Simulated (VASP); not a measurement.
# Si8C6N (a cell with a defect) in VASP: notebook

Si8C6N (a cell with a defect) is run at these levels: PBEsol; tasks: single point.

All numbers are computed with VASP 6.6.1; they aren't measurements. Logs are shortened: lines on timing, memory, paths and dates and some standing lists are left out, and cuts for length are marked.

### 1 The cell of the first run

The cell holds a defect, 15 atoms: a = 6.152 Å, b = 5.328 Å, c = 5.048 Å, α = 90.00°, β = 90.00°, γ = 90.00°.

### 2 Single point, PBEsol

Contents of INCAR:

```
PREC     = Accurate       # precision mode
ENCUT    = 520            # plane-wave cutoff, eV
EDIFF    = 1E-6           # SCF threshold, eV
ISMEAR   = 0              # smearing method
SIGMA    = 0.02           # smearing width, eV
LREAL    = Auto         
LASPH    = True           # aspherical terms in the spheres
NELM     = 60             # most SCF steps
ALGO     = Normal         # electronic algorithm
ISIF     = 2              # what is computed and relaxed
LWAVE    = False          # write WAVECAR
LCHARG   = False          # write CHGCAR
GGA      = PS             # functional
NELECT   = 60.0         
NBANDS   = 44             # bands
```

Contents of KPOINTS:

```
Automatic mesh
0
Gamma
  2 3 3
```

Contents of POSCAR:

```
Si8C6N
1.0
   -3.0760000000     -5.3277880000      0.0000000000
    4.6140000000     -2.6638940000      0.0000000000
    0.0000000000      0.0000000000      5.0480000000
Si C N
8 6 1
Direct
    0.5016902514      0.3242323826      0.0001836371
    0.4546101507      0.6612385833      0.4982624802
    0.2552607973      0.8230832710     -0.0155287242
    0.2480907416      0.1843028004      0.5116236133
   -0.0040115962      0.3280449350      0.0085792393
    0.0220769255      0.6678635941      0.5195162441
    0.7596589443      0.8323766608      0.0142414818
    0.7601392160      0.1685102359      0.5072101823
    0.5021331127      0.3170731371      0.3747666403
    0.5069563569      0.6624351439      0.8821677892
    0.2474567195      0.1606727068      0.8840505151
   -0.0003298759      0.3457128959      0.3815249604
   -0.0017872603      0.6587879036      0.8881852219
    0.7504640398      0.1588917179      0.8795059429
   -0.1673115641      0.8702814540      0.3636537242
```

Potentials or basis: VASP PAW PBE potentials, release 64 (Si, C, N).

Run with:

```sh
cat potpaw_PBE.64/Si/POTCAR potpaw_PBE.64/C/POTCAR potpaw_PBE.64/N/POTCAR > POTCAR
mpirun -np 1 vasp_std > vasp.out
```

OUTCAR:

```text
PREC = Accurate
   ENCUT = 520
   EDIFF = 1E-6
   ISMEAR = 0
   LREAL = Auto
   LASPH = True
   NELM = 60
   ISIF = 2
   GGA = PS
   NELECT = 60.0

 ion  position               nearest neighbor table
   1  0.502  0.324  0.000-  14 1.87  11 1.88   9 1.89  10 1.90   4 3.01   5 3.04   3 3.06   7 3.06
                             8 3.07   3 3.07   2 3.10   4 3.11   5 3.11   2 3.12   8 3.13   7 3.14
   2  0.455  0.661  0.498-   9 1.96  10 1.96   6 2.66   4 2.84   3 2.88   3 3.00   4 3.06   1 3.10
                             1 3.12
   3  0.255  0.823  0.984-  10 1.84  11 1.87  13 1.87   6 2.87   2 2.88   2 3.00   7 3.05   1 3.06
                             4 3.07   1 3.07   5 3.08   7 3.11   5 3.13
   4  0.248  0.184  0.512-   9 1.85  12 1.87  11 1.88   2 2.84   6 2.93   8 3.00   1 3.01   5 3.05
                             2 3.06   3 3.07   5 3.07   6 3.08   1 3.11
   5  0.996  0.328  0.009-  13 1.86  14 1.88  12 1.89  11 1.89   7 3.01   8 3.03   8 3.04   1 3.04
                             4 3.05   7 3.06   6 3.07   4 3.07   3 3.08   1 3.11   3 3.13
   6  0.022  0.668  0.520-  15 1.77  12 1.86  13 1.87   2 2.66   3 2.87   4 2.93   5 3.07   4 3.08
                             7 3.10   8 3.11   8 3.12   7 3.14
   7  0.760  0.832  0.014-  15 1.83  13 1.85  14 1.87  10 1.92   5 3.01   3 3.05   5 3.06   1 3.06
                             8 3.07   6 3.10   3 3.11   8 3.12   1 3.14   6 3.14
   8  0.760  0.169  0.507-  15 1.80  12 1.86  14 1.88   9 1.90   4 3.00   5 3.03   5 3.04   7 3.07
                             1 3.07   6 3.11   6 3.12   7 3.12   1 3.13
   9  0.502  0.317  0.375-   4 1.85   1 1.89   8 1.90   2 1.96
  10  0.507  0.662  0.882-   3 1.84   1 1.90   7 1.92   2 1.96
  11  0.247  0.161  0.884-   3 1.87   1 1.88   4 1.88   5 1.89
  12  1.000  0.346  0.382-   6 1.86   8 1.86   4 1.87   5 1.89
  13  0.998  0.659  0.888-   7 1.85   5 1.86   6 1.87   3 1.87
  14  0.750  0.159  0.880-   1 1.87   7 1.87   5 1.88   8 1.88
  15  0.833  0.870  0.364-   6 1.77   8 1.80   7 1.83

  LATTYP: Found a simple orthorhombic cell.
 ALAT       =     5.0480000000
 B/A-ratio  =     1.0554255573
 C/A-ratio  =     1.2187004267

  Lattice vectors:

 A1 = (   0.0000000000,   0.0000000000,  -5.0480000000)
 A2 = (   4.6140000000,  -2.6638940000,   0.0000000000)
 A3 = (  -3.0760000000,  -5.3277880000,   0.0000000000)

Analysis of symmetry for initial positions (statically):
=====================================================================
 Subroutine PRICEL returns:
 Original cell was already a primitive cell.

 Routine SETGRP: Setting up the symmetry group for a
 simple orthorhombic supercell.

 Subroutine GETGRP returns: Found  1 space group operations
 (whereof  1 operations were pure point group operations)
 out of a pool of  8 trial point group operations.

The static configuration has the point symmetry C_1 .

[... 146 lines left out ...]
  Thomas-Fermi vector in A             =   2.303931
   LORBIT       =      0    0 simple, 1 ext, 2 COOP (PROOUT), +10 PAW based schemes
   GGA     = PS    functional components
   LHFCALC =     F    Hartree Fock is set to
   AEXX    =    0.0000 exact exchange contribution
   IVDW    =     0    specifies the selected vdW correction
   LEPSILON=     F    determine dielectric tensor
   LRPA    =     F    only Hartree local field effects (RPA)
 non-spin polarized calculation
 Gauss-broadening in eV      SIGMA  =   0.02
  energy-cutoff  :      520.00
  volume of cell :      165.46
 maximum number of plane-waves:      4468
 NGX is ok and might be reduce to    48
   NGX = 23   NGY = 19   NGZ = 19

 number of electron      60.0000001 magnetization

 Free energy of the ion-electron system (eV)
  ---------------------------------------------------
  ext. energy  EPLUGINS =         0.00000000
  ---------------------------------------------------
  free energy    TOTEN  =      -122.15387552 eV

  energy without entropy =     -122.15387552  energy(sigma->0) =     -122.15387552

 E-fermi :   8.7768     XC(G=0): -11.2314

 val. band max:        8.6502812479   @ k =   0.0000   0.0000   0.3333
 cond. band min:       9.0941396899   @ k =   0.5000   0.0000   0.3333
 fundamental gap:      0.4438584420
 Fermi energy:         8.7768132435

 k-point     1 :       0.0000    0.0000    0.0000
  band No.  band energies     occupation
      1      -8.4305      2.00000
      2      -6.4727      2.00000
      3      -4.6423      2.00000
      4      -4.4311      2.00000
      5      -3.9024      2.00000
      6      -3.4594      2.00000
[... 439 lines left out ...]
     41      14.0679      0.00000
     42      14.3486      0.00000
 [bands above 42 left out]

------------------------ aborting loop because EDIFF is reached ----------------------------------------

  FORCE on cell =-STRESS in cart. coord.  units (eV):
  Direction    XX          YY          ZZ          XY          YZ          ZX
  --------------------------------------------------------------------------------------
  -------------------------------------------------------------------------------------
  Total      -14.8587725     -9.3808306    -14.9545546     -1.8714602      3.4650446      2.7842083
  in kB     -143.8834713    -90.8383565   -144.8109676    -18.1221021     33.5534211     26.9606094
  external PRESSURE =    -126.5109318 kB  Pullay stress =       0.0000000 kB

 VOLUME and BASIS-vectors are now :
 -----------------------------------------------------------------------------
  energy-cutoff  :      520.00
  volume of cell :      165.46
      direct lattice vectors                 reciprocal lattice vectors
    -3.076000000 -5.327788000  0.000000000    -0.081274382 -0.140771367  0.000000000
     4.614000000 -2.663894000  0.000000000     0.162548765 -0.093847578  0.000000000
     0.000000000  0.000000000  5.048000000     0.000000000  0.000000000  0.198098257

 POSITION                                       TOTAL-FORCE (eV/Angst)
 -----------------------------------------------------------------------------------
     -0.04719     -3.53662      0.00093         0.011955     -0.099638      0.033449
      1.65257     -4.18354      2.51523         0.166036      0.097826      0.143002
      3.01252     -3.55258      4.96961         0.025666     -0.055793     -0.005688
      0.08725     -1.81274      2.58268        -0.050134     -0.205420      0.030994
     -1.55006     -6.18029      0.04331        -0.006512     -0.063268     -0.039400
      3.01361     -1.89674      2.62252        -0.065295     -0.044387     -0.123794
      1.50388     -6.26466      0.07189        -0.011207     -0.097678     -0.026403
     -1.56068     -4.49875      2.56040        -0.018507      0.038849     -0.017310
     -0.08159     -3.51991      1.89182         0.105742     -0.186807      0.015351
      1.49708     -4.46561      4.45318         0.005368     -0.114447      0.096434
     -0.01983     -1.74641      4.46269         0.006936     -0.107562      0.016375
     -1.47987     -6.24697      1.92594        -0.202978      0.058472     -0.030437
     -0.03086     -7.07321      4.48356        -0.003257     -0.045499     -0.052799
     -1.57530     -4.42158      4.43975         0.001737     -0.059662     -0.028626
      1.45413     -6.75473      1.83572         0.034450      0.885012     -0.011147
 -----------------------------------------------------------------------------------
    total drift:                               -0.002320     -0.001680     -0.017167

  FREE ENERGIE OF THE ION-ELECTRON SYSTEM (eV)
  ---------------------------------------------------
  free  energy   TOTEN  =      -122.1538755220 eV

  energy  without entropy=     -122.1538755220  energy(sigma->0) =     -122.15387552
```

It took 38 s on 1 thread of Intel Xeon 6975P-C (Granite Rapids), shared host; peak memory 0.28 GiB.

What came out:

```yaml
Free_energy: -122.1539 eV
Largest_force: 0.886 eV/Å
```

Forces in eV/Å, atoms in the order of the input:
```
Si   0.012 -0.100  0.033
Si   0.166  0.098  0.143
Si   0.026 -0.056 -0.006
Si  -0.050 -0.205  0.031
Si  -0.007 -0.063 -0.039
Si  -0.065 -0.044 -0.124
Si  -0.011 -0.098 -0.026
Si  -0.019  0.039 -0.017
C    0.106 -0.187  0.015
C    0.005 -0.114  0.096
C    0.007 -0.108  0.016
C   -0.203  0.058 -0.030
C   -0.003 -0.045 -0.053
C    0.002 -0.060 -0.029
N    0.034  0.885 -0.011
```

Caveat: the k points lie up to 0.51 Å⁻¹ apart; the cell carries a net charge on a neutralising background, which shifts energy and pressure; the cell is charged against a uniform background, so pressure and absolute levels hang on convention; the PAW data sets were made with another functional, which shifts forces and pressure a little.

### 3 Single point, PBEsol

Contents of INCAR:

```
PREC     = Accurate       # precision mode
ENCUT    = 520            # plane-wave cutoff, eV
EDIFF    = 1E-6           # SCF threshold, eV
ISMEAR   = 0              # smearing method
SIGMA    = 0.02           # smearing width, eV
LREAL    = Auto         
LASPH    = T              # aspherical terms in the spheres
NELM     = 100            # most SCF steps
ALGO     = Normal         # electronic algorithm
ISIF     = 2              # what is computed and relaxed
LWAVE    = F              # write WAVECAR
LCHARG   = F              # write CHGCAR
GGA      = PS             # functional
NBANDS   = 44             # bands
NELECT   = 60.0
```

Contents of KPOINTS:

```
regular mesh
0
Gamma
  2 3 3
```

Contents of POSCAR:

```
Si8C6N
1.0
   -3.0760000000     -5.3277880000      0.0000000000
    4.6140000000     -2.6638940000      0.0000000000
    0.0000000000      0.0000000000      5.0480000000
Si C N
8 6 1
Direct
    0.5007972347      0.3193086896     -0.0010198098
    0.5368157850      0.6544285554      0.4898514263
    0.2411338442      0.8299583235      0.0181679873
    0.2366315743      0.1705710279      0.5092884311
    0.0053990778      0.3257523978      0.0120810222
   -0.0232732076      0.6706624650      0.5275332805
    0.7448525993      0.8187654087     -0.0139762282
    0.7598280121      0.1810129964      0.5123001189
    0.5010400675      0.3033242843      0.3741483756
    0.4943583292      0.6575594323      0.8785307052
    0.2507249329      0.1562151915      0.8811780903
    0.0012095748      0.3575426207      0.3838110143
    0.0020114347      0.6562226209      0.8917995246
    0.7557980410      0.1564732931      0.8852521791
    0.1256082154      0.8946497335      0.3592971474
```

Potentials or basis: VASP PAW PBE potentials, release 64 (Si, C, N).

Run with:

```sh
cat potpaw_PBE.64/Si/POTCAR potpaw_PBE.64/C/POTCAR potpaw_PBE.64/N/POTCAR > POTCAR
mpirun -np 1 vasp_std > vasp.out
```

It took 39 s on 1 thread of Intel Xeon 6975P-C (Granite Rapids), shared host; peak memory 0.28 GiB.

It converged, with:

```yaml
Free_energy: -121.6538 eV
Largest_force: 1.887 eV/Å
```

Forces in eV/Å, atoms in the order of the input:
```
Si   0.118  0.062  0.065
Si  -0.087 -0.409  0.324
Si   0.322  0.231  0.234
Si  -0.034 -0.081  0.021
Si   0.057  0.027 -0.044
Si   0.236  0.409 -0.205
Si   0.072  0.054 -0.127
Si   0.302  0.262  0.055
C    0.251  0.005  0.043
C    0.193  0.137  0.284
C    0.081  0.023 -0.037
C   -0.236  0.253  0.008
C    0.061  0.075 -0.126
C    0.111  0.046  0.028
N   -1.445 -1.094 -0.524
```

Levels at points of the mesh, in eV from the Fermi level:
```csv
k point,band 28,band 29,band 30,band 31,band 32,band 33
"(0.00, 0.00, 0.00)",-1.54,-1.35,-0.22,0.90,1.17,2.13
"(0.50, 0.00, 0.00)",-2.00,-1.57,-0.27,0.73,0.96,2.25
```

Caveat: the k points lie up to 0.51 Å⁻¹ apart; the cell carries a net charge on a neutralising background, which shifts energy and pressure; the cell is charged against a uniform background, so pressure and absolute levels hang on convention; the PAW data sets were made with another functional, which shifts forces and pressure a little.
